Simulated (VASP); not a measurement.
# HgTe (zinc blende type) in VASP: further runs

Aim: see how the results for HgTe (zinc blende type) move with the level of theory and the settings. Levels: HSE06, PBE, r2SCAN. Tasks: single point.

Program: VASP 6.6.1. These are calculated values, not measurements. Logs are shortened: lines on timing, memory, paths and dates and some standing lists are left out, and cuts for length are marked.

## 1. The cell of the first run

Symmetry: R3m, No. 160, trigonal system. The conventional cell has a = 4.709 Å, b = 4.709 Å, c = 11.535 Å, α = 90.00°, β = 90.00°, γ = 120.00°. Within 3.7 Å of Hg (site symmetry 3m) lie 4 Te at 2.82 to 2.90 Å. Within 3.7 Å of Te (site symmetry 3m) lie 4 Hg at 2.82 to 2.90 Å.

## 2. Single point, HSE06

POSCAR reads:

```
HgTe
1.0
    0.0000000000      3.3300000000      3.3300000000
    3.3300000000      0.0000000000      3.3300000000
    3.3300000000      3.3300000000      0.0000000000
Hg Te
1 1
Direct
    0.0052013538      0.0052013538      0.0052013538
    0.2500000000      0.2500000000      0.2500000000
```

INCAR.step1 reads:

```
SYSTEM = HgTe
PREC = Accurate
ENCUT = 520
EDIFF = 1E-5
ISMEAR = -1
SIGMA = 0.1
LREAL = .FALSE.
LASPH = .TRUE.
NELM = 100
ALGO = Normal
ISIF = 2
LWAVE = .TRUE.
LCHARG = .FALSE.
NBANDS = 16
GGA = PE
```

INCAR.step2 reads:

```
SYSTEM = HgTe
PREC = Accurate
ENCUT = 520
EDIFF = 1E-7
ISMEAR = -1
SIGMA = 0.1
LREAL = .FALSE.
LASPH = .TRUE.
NELM = 100
ALGO = Normal
ISIF = 2
LWAVE = .FALSE.
LCHARG = .FALSE.
GGA = PE
LHFCALC = .TRUE.
HFSCREEN = 0.2079
PRECFOCK = Normal
NBANDS = 16
ISTART = 1
```

KPOINTS reads:

```
regular mesh
0
G
  4 4 4
  0 0 0
```

Potentials or basis: VASP PAW PBE potentials, release 64 (Hg, Te).

On the command line:

```console
$ cat potpaw_PBE.64/Hg/POTCAR potpaw_PBE.64/Te/POTCAR > POTCAR
$ cp INCAR.step1 INCAR
$ mpirun -np 1 vasp_std > vasp.out
$ cp INCAR.step2 INCAR
$ mpirun -np 1 vasp_std > vasp.out
```

OUTCAR:

```text
SYSTEM = HgTe
   PREC = Accurate
   ENCUT = 520
   EDIFF = 1E-7
   ISMEAR = -1
   LREAL = .FALSE.
   LASPH = .TRUE.
   NELM = 100
   ISIF = 2
   GGA = PE
   LHFCALC = .TRUE.
   HFSCREEN = 0.2079
   PRECFOCK = Normal
   ISTART = 1

 ion  position               nearest neighbor table
   1  0.005  0.005  0.005-   2 2.82   2 2.90   2 2.90   2 2.90
   2  0.250  0.250  0.250-   1 2.82   1 2.90   1 2.90   1 2.90

  LATTYP: Found a face centered cubic cell.
 ALAT       =     6.6600000000

  Lattice vectors:

 A1 = (   0.0000000000,   3.3300000000,   3.3300000000)
 A2 = (   3.3300000000,   0.0000000000,   3.3300000000)
 A3 = (   3.3300000000,   3.3300000000,   0.0000000000)

Analysis of symmetry for initial positions (statically):
=====================================================================
 Subroutine PRICEL returns:
 Original cell was already a primitive cell.

 Routine SETGRP: Setting up the symmetry group for a
 face centered cubic supercell.

 Subroutine GETGRP returns: Found  6 space group operations
 (whereof  6 operations were pure point group operations)
 out of a pool of 48 trial point group operations.

The static configuration has the point symmetry C_3v.

Analysis of symmetry for dynamics (positions and initial velocities):
=====================================================================
 Subroutine PRICEL returns:
 Original cell was already a primitive cell.

 Routine SETGRP: Setting up the symmetry group for a
 face centered cubic supercell.

 Subroutine GETGRP returns: Found  6 space group operations
 (whereof  6 operations were pure point group operations)
 out of a pool of 48 trial point group operations.

The dynamic configuration has the point symmetry C_3v.

 Subroutine INISYM returns: Found  6 space group operations
 (whereof  6 operations are pure point group operations),
 and found     1 'primitive' translations

----------------------------------------------------------------------------------------

                                     Primitive cell

  volume of cell :      73.8521

  direct lattice vectors                    reciprocal lattice vectors
     0.000000000  3.330000000  3.330000000    -0.150150150  0.150150150  0.150150150
     3.330000000  0.000000000  3.330000000     0.150150150 -0.150150150  0.150150150
     3.330000000  3.330000000  0.000000000     0.150150150  0.150150150 -0.150150150

  length of vectors
     4.709331163  4.709331163  4.709331163     0.260067689  0.260067689  0.260067689

  position of ions in fractional coordinates (direct lattice)
     0.005201354  0.005201354  0.005201354
     0.250000000  0.250000000  0.250000000

  ion indices of the primitive-cell ions
   primitive index   ion index
                 1           1
                 2           2

----------------------------------------------------------------------------------------

 KPOINTS: regular mesh

Automatic generation of k-mesh.
 Grid dimensions read from file:
 generate k-points for:    4    4    4

 Generating k-lattice:

  Cartesian coordinates                     Fractional coordinates (reciprocal lattice)
    -0.037537538  0.037537538  0.037537538     0.250000000  0.000000000  0.000000000
     0.037537538 -0.037537538  0.037537538     0.000000000  0.250000000  0.000000000
     0.037537538  0.037537538 -0.037537538     0.000000000  0.000000000  0.250000000

  Length of vectors
     0.065016922  0.065016922  0.065016922

  Shift w.r.t. Gamma in fractional coordinates (k-lattice)
     0.000000000  0.000000000  0.000000000

 Subroutine IBZKPT returns following result:
 ===========================================

 Found     13 irreducible k-points:

 Following reciprocal coordinates:
            Coordinates               Weight
  0.000000  0.000000  0.000000      1.000000
  0.250000  0.000000  0.000000      6.000000
  0.250000  0.250000  0.250000      2.000000
  0.500000  0.000000  0.000000      3.000000
  0.500000  0.500000  0.500000      1.000000
  0.250000  0.250000  0.000000      6.000000
  0.500000  0.250000  0.000000     12.000000
  0.250000  0.250000 -0.250000      6.000000
  0.500000  0.250000  0.500000      6.000000
 -0.250000  0.250000  0.000000      6.000000
  0.250000  0.250000  0.500000      6.000000
  0.500000  0.500000  0.000000      3.000000
 -0.250000  0.500000  0.250000      6.000000
   k-points           NKPTS =     13   k-points in BZ     NKDIM =     64   number of bands    NBANDS=     16
   number of dos      NEDOS =    301   number of ions     NIONS =      2
   total plane-waves  NPLWV =  46656
   dimension x,y,z NGX =    36 NGY =   36 NGZ =   36
   dimension x,y,z NGXF=    72 NGYF=   72 NGZF=   72
   ions per type =               1   1
   NGX,Y,Z   is equivalent  to a cutoff of  12.71, 12.71, 12.71 a.u.
   NGXF,Y,Z  is equivalent  to a cutoff of  25.42, 25.42, 25.42 a.u.
 SYSTEM =  HgTe
   PREC   = accura    normal or accurate (medium, high low for compatibility)
   ISTART =      1    job   : 0-new  1-cont  2-samecut
   ICHARG =      0    charge: 1-file 2-atom 10-const
   ISPIN  =      1    spin polarized calculation?
   LNONCOLLINEAR =      F non collinear calculations
   LSORBIT =      F    spin-orbit coupling
   LASPH  =      T    aspherical Exc in radial PAW
   ENCUT  =  520.0 eV  38.22 Ry    6.18 a.u.   8.76  8.76  8.76*2*pi/ulx,y,z
   NELM   =    100;   NELMIN=  2; NELMDL=  0     # of ELM steps
   EDIFF  = 0.1E-06   stopping-criterion for ELM
   LREAL  =      F    real-space projection
   EDIFFG = 0.1E-05   stopping-criterion for IOM
   NSW    =      0    number of steps for IOM
   IBRION =     -1    ionic relax: 0-MD 1-quasi-New 2-CG
   NFREE  =      0    steps in history (QN), initial steepest desc. (CG)
   ISIF   =      2    stress and relaxation
   ISYM   =      3    0-nonsym 1-usesym 2-fastsym
   POTIM  = 0.5000    time-step for ionic-motion
   TEBEG  =    0.0;   TEEND  =   0.0 temperature during run
   PSTRESS=    0.0 pullay stress
   NELECT =      18.0000    total number of electrons
   NUPDOWN=      -1.0000    fix difference up-down
   EMIN   =  10.00;   EMAX   =-10.00  energy-range for DOS
   EFERMI =   0.00;   METHOD = LEGACY
   ISMEAR =    -1;   SIGMA  =   0.10  broadening in eV -4-tet -1-fermi 0-gaus
   EFERMI_NEDOS =   21; number of points for ismear=-14 and -15
   IALGO  =     38    algorithm
   IMIX   =      1    mixing-type and parameters
     AMIX     =   0.40;   BMIX     =  1.00
     AMIX_MAG =   1.60;   BMIX_MAG =  1.00
  volume/ion in A,a.u.               =      36.93       249.19
  Fermi-wavevector in a.u.,A,eV,Ry     =   1.022613  1.932459 14.228129  1.045738
  Thomas-Fermi vector in A             =   2.156302
   LORBIT       =      0    0 simple, 1 ext, 2 COOP (PROOUT), +10 PAW based schemes
   GGA     = PE    functional components
   LHFCALC =     T    Hartree Fock is set to
   PRECFOCK=normal    Normal, Fast or Accurate (Low or Medium for compatibility)
   ENCUT4O =  -1.0   cutoff for four orbital integrals eV
   NKREDX  =     1    reduce k-point grid by
   NKREDY  =     1    reduce k-point grid by
   NKREDZ  =     1    reduce k-point grid by
   AEXX    =    0.2500 exact exchange contribution
   HFSCREEN=    0.2079 screening length (either q_TF or 0.3 A-1)
   HFSCREENC=   0.2079 screening length for correlation (either q_TF or 0.3 A-1)
   ENCUTFOCK=  -1.0 apply spherical cutoff to Coloumb kernel
   IVDW    =     0    specifies the selected vdW correction
   LEPSILON=     F    determine dielectric tensor
   LRPA    =     F    only Hartree local field effects (RPA)
 non-spin polarized calculation
  energy-cutoff  :      520.00
  volume of cell :       73.85
 maximum number of plane-waves:      2012
  NGX = 28; NGY = 28; NGZ = 28

 number of electron      18.0000001 magnetization

 Free energy of the ion-electron system (eV)
  ---------------------------------------------------
  ext. energy  EPLUGINS =         0.00000000
  ---------------------------------------------------
  free energy    TOTEN  =        -4.65894974 eV

  energy without entropy =       -4.65183094  energy(sigma->0) =       -4.65539034

 E-fermi :   1.8419     XC(G=0):  -6.9688

 val. band max:        1.7760668105   @ k =   0.0000   0.0000   0.0000
 cond. band min:       3.0555191612   @ k =   0.5000   0.0000   0.0000
 fundamental gap:      1.2794523507
 Fermi energy:         1.8419025671

 k-point     1 :       0.0000    0.0000    0.0000
  band No.  band energies     occupation
      1     -10.6340      2.00000
      2      -6.2829      2.00000
      3      -6.2184      2.00000
      4      -6.2184      2.00000
      5      -5.8101      2.00000
      6      -5.8101      2.00000
[... 8 lines left out ...]
     15      12.0796      0.00000
     16      12.0796      0.00000

 k-point     2 :       0.2500    0.0000    0.0000
  band No.  band energies     occupation
      1     -10.3918      2.00000
      2      -6.2188      2.00000
      3      -6.1725      2.00000
      4      -6.0314      2.00000
      5      -5.8114      2.00000
      6      -5.8057      2.00000
[... 8 lines left out ...]
     15      11.0933      0.00000
     16      11.1332      0.00000

 k-point     3 :       0.2500    0.2500    0.2500
  band No.  band energies     occupation
      1     -10.3767      2.00000
      2      -6.1514      2.00000
      3      -6.1514      2.00000
      4      -6.0950      2.00000
      5      -5.8155      2.00000
      6      -5.8155      2.00000
[... 8 lines left out ...]
     15      11.0768      0.00000
     16      11.0768      0.00000

 k-point     4 :       0.5000    0.0000    0.0000
  band No.  band energies     occupation
      1     -10.1326      2.00000
      2      -6.1653      2.00000
      3      -6.1395      2.00000
      4      -5.8011      2.00000
      5      -5.7847      2.00000
      6      -5.5015      2.00000
[... 8 lines left out ...]
     15      12.6143      0.00000
     16      12.7479      0.00000
[... 115 lines left out ...]
 k-point    11 :       0.2500    0.2500    0.5000
  band No.  band energies     occupation
      1     -10.1207      2.00000
      2      -6.1017      2.00000
      3      -6.0916      2.00000
      4      -5.8389      2.00000
      5      -5.8229      2.00000
      6      -5.6713      2.00000
[... 8 lines left out ...]
     15      11.9002      0.00000
     16      13.1660      0.00000

 k-point    12 :       0.5000    0.5000    0.0000
  band No.  band energies     occupation
      1      -9.9503      2.00000
      2      -6.0197      2.00000
      3      -5.9966      2.00000
      4      -5.9462      2.00000
      5      -5.7625      2.00000
      6      -5.3808      2.00000
[... 8 lines left out ...]
     15      12.9932      0.00000
     16      13.9248      0.00000

 k-point    13 :      -0.2500    0.5000    0.2500
  band No.  band energies     occupation
      1      -9.9517      2.00000
      2      -6.0472      2.00000
      3      -6.0264      2.00000
      4      -5.8528      2.00000
      5      -5.8216      2.00000
      6      -5.2633      2.00000
[... 8 lines left out ...]
     15      13.5196      0.00000
     16      13.6407      0.00000

------------------------ aborting loop because EDIFF is reached ----------------------------------------

  FORCE on cell =-STRESS in cart. coord.  units (eV):
  Direction    XX          YY          ZZ          XY          YZ          ZX
  --------------------------------------------------------------------------------------
  -------------------------------------------------------------------------------------
  Total       -0.5624948     -0.5624948     -0.5624948      0.1098537      0.1098537      0.1098537
  in kB      -12.2029940    -12.2029940    -12.2029940      2.3832115      2.3832115      2.3832115
  external PRESSURE =     -12.2029940 kB  Pullay stress =       0.0000000 kB

 VOLUME and BASIS-vectors are now :
 -----------------------------------------------------------------------------
  energy-cutoff  :      520.00
  volume of cell :       73.85
      direct lattice vectors                 reciprocal lattice vectors
     0.000000000  3.330000000  3.330000000    -0.150150150  0.150150150  0.150150150
     3.330000000  0.000000000  3.330000000     0.150150150 -0.150150150  0.150150150
     3.330000000  3.330000000  0.000000000     0.150150150  0.150150150 -0.150150150

 POSITION                                       TOTAL-FORCE (eV/Angst)
 -----------------------------------------------------------------------------------
      0.03464      0.03464      0.03464        -0.098020     -0.098020     -0.098020
      1.66500      1.66500      1.66500         0.098020      0.098020      0.098020
 -----------------------------------------------------------------------------------
    total drift:                                0.000132      0.000135      0.000136

  FREE ENERGIE OF THE ION-ELECTRON SYSTEM (eV)
  ---------------------------------------------------
  free  energy   TOTEN  =        -4.6589497407 eV

  energy  without entropy=       -4.6518309352  energy(sigma->0) =       -4.65539034
```

Run time: 14 min. Hardware: 1 thread of Intel Xeon 6975P-C (Granite Rapids), shared host; peak memory 0.33 GiB.

Results:

```yaml
Free_energy: -4.6589 eV
Pressure: -1.2 GPa
Largest_force: 0.170 eV/Å
Band_gap_on_the_k_mesh: zero (filled and empty bands touch)
```

Forces on the atoms (eV/Å):
```
Hg  -0.098 -0.098 -0.098
Te   0.098  0.098  0.098
```

Stress tensor (GPa, compression positive):
```
-1.22  0.24  0.24
 0.24 -1.22  0.24
 0.24  0.24 -1.22
```

Caveat: the k points lie up to 0.41 Å⁻¹ apart; the PAW data sets were made with another functional, which shifts forces and pressure a little; spin-orbit coupling is left out, which moves the levels of the heavy elements.

## 3. Single point, PBE

INCAR reads:

```
SYSTEM = HgTe
PREC = Accurate
ENCUT = 520
EDIFF = 1E-7
ISMEAR = -1
SIGMA = 0.1
LREAL = .False.
LASPH = .True.
NELM = 80
ALGO = Normal
ISIF = 2
LWAVE = .False.
LCHARG = .False.
GGA = PE
NBANDS = 16
```

KPOINTS reads:

```
Automatic mesh
0
Gamma
  4 4 4
  0 0 0
```

POSCAR is that of step 2.

Potentials or basis: VASP PAW PBE potentials, release 64 (Hg, Te).

On the command line:

```console
$ cat potpaw_PBE.64/Hg/POTCAR potpaw_PBE.64/Te/POTCAR > POTCAR
$ mpirun -np 1 vasp_std > vasp.out
```

It took 12 s on 1 thread of AMD EPYC 9R45 (Zen 5), shared host; peak memory 0.18 GiB.

Results (log left out):

```yaml
Free_energy: -3.5744 eV
Pressure: 0.3 GPa
Largest_force: 0.184 eV/Å
Band_gap_on_the_k_mesh: zero (filled and empty bands touch)
```

Forces in eV/Å, atoms in the order of the input:
```
Hg  -0.106 -0.106 -0.106
Te   0.106  0.106  0.106
```

Stress tensor (GPa, compression positive):
```
0.32 0.30 0.30
0.30 0.32 0.30
0.30 0.30 0.32
```

Levels at points of the mesh, in eV from the Fermi level:
```csv
k point,band 5,band 6,band 7,band 8,band 9,band 10,band 11,band 12,band 13,band 14
"(0.00, 0.00, 0.00)",-6.56,-6.56,-1.03,-0.12,-0.06,-0.06,4.26,4.26,4.34,6.42
"(0.50, 0.00, 0.00)",-6.53,-6.29,-4.97,-0.96,-0.82,0.57,4.87,5.13,6.68,7.68
"(0.50, 0.50, 0.50)",-6.55,-6.34,-5.15,-0.94,-0.94,0.73,5.06,5.06,6.78,7.66
"(0.50, 0.50, 0.00)",-6.51,-6.19,-5.06,-2.00,-1.99,1.81,2.62,7.84,8.35,8.45
```

Caveat: the k points lie up to 0.41 Å⁻¹ apart; spin-orbit coupling is left out, which moves the levels of the heavy elements.

## 4. Single point, PBE

INCAR reads:

```
SYSTEM = HgTe
  ALGO = Normal
  EDIFF = 1E-6
  ENCUT = 520
  GGA = PE
  ISIF = 2
  ISMEAR = -1
  LASPH = .True.
  LCHARG = .False.
  LREAL = .False.
  LWAVE = .False.
  NBANDS = 16
  NELM = 100
  PREC = Accurate
  SIGMA = 0.02
```

KPOINTS reads:

```
k-points
0
Gamma
  6 6 6
  0 0 0
```

Changes to POSCAR since step 3:

```diff
@@ -8,3 +8,3 @@
 Direct
-    0.0052013538      0.0052013538      0.0052013538
+    0.0000000000      0.0000000000      0.0000000000
     0.2500000000      0.2500000000      0.2500000000
```

On the command line:

```console
$ cat potpaw_PBE.64/Hg/POTCAR potpaw_PBE.64/Te/POTCAR > POTCAR
$ mpirun -np 1 vasp_std > vasp.out
```

It took 13 s on 1 thread of AMD EPYC 9R45 (Zen 5), shared host; peak memory 0.18 GiB.

The run converged. Its results:

| Quantity | Value |
| --- | --- |
| Free energy | -3.6416 eV |
| Pressure | 0.0 GPa |
| Band gap on the k mesh | zero (filled and empty bands touch) |

Levels at points of the mesh, in eV from the Fermi level:
| k point | band 7 | band 8 | band 9 | band 10 | band 11 | band 12 |
| --- | --- | --- | --- | --- | --- | --- |
| (0.00, 0.00, 0.00) | -0.95 | -0.01 | -0.01 | -0.01 | 4.36 | 4.36 |
| (0.50, 0.00, 0.00) | -4.94 | -0.83 | -0.83 | 0.68 | 5.09 | 5.09 |
| (0.50, 0.50, 0.00) | -4.98 | -1.93 | -1.93 | 1.89 | 2.70 | 7.90 |

Caveat: spin-orbit coupling is left out, which moves the levels of the heavy elements.

(Part 1 of 2 ends here.)
